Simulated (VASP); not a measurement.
Input of a VASP 6.6.1 run:

File INCAR:

```
SYSTEM = GaBAs2
ALGO     = Normal         ! electronic algorithm
EDIFF    = 1E-6           ! SCF threshold, eV
ENCUT    = 520            ! plane-wave cutoff, eV
GGA      = PE             ! functional
ISIF     = 2              ! what is computed and relaxed
ISMEAR   = 0              ! smearing method
LASPH    = .TRUE.         ! aspherical terms in the spheres
LCHARG   = .TRUE.         ! write CHGCAR
LELF     = .TRUE.         ! ELF
LREAL    = .FALSE.        ! projectors in reciprocal space
LVHAR    = .TRUE.       
LWAVE    = .FALSE.        ! write WAVECAR
NBANDS   = 21             ! bands
NELM     = 60             ! most SCF steps
PREC     = Accurate       ! precision mode
SIGMA    = 0.01           ! smearing width, eV
```

Contents of KPOINTS:

```
k-points
0
G
  8 8 6
  0 0 0
```

The input POSCAR:

```
GaBAs2
1.0
    3.6615741049      0.0000000000      0.0000000000
    0.0000000000      3.6615741049      0.0000000000
    0.0000000000      0.0000000000      5.3547502669
B As Ga
1 2 1
Direct
    0.0000000000      0.0000000000      0.0000000000
    0.0000000000      0.5000000000      0.2139711065
    0.5000000000      0.0000000000      0.7860288935
    0.5000000000      0.5000000000      0.5000000000
```

Potentials or basis: VASP PAW PBE potentials, release 64 (B, As, Ga_d).

Run with:

```bash
$ cat potpaw_PBE.64/B/POTCAR potpaw_PBE.64/As/POTCAR potpaw_PBE.64/Ga_d/POTCAR > POTCAR
$ mpirun -np 1 vasp_std > vasp.out
```

(1) Estimate the pressure.

(2) Predict the largest force.

(3) Predict the band gap on the k mesh.

Results:

(1) 2.8 GPa.

(2) 0.209 eV/Å.

(3) 0.50 eV (least direct gap 0.69 eV).

Caveat: semilocal functionals underestimate gaps, and a narrow one can read as zero.
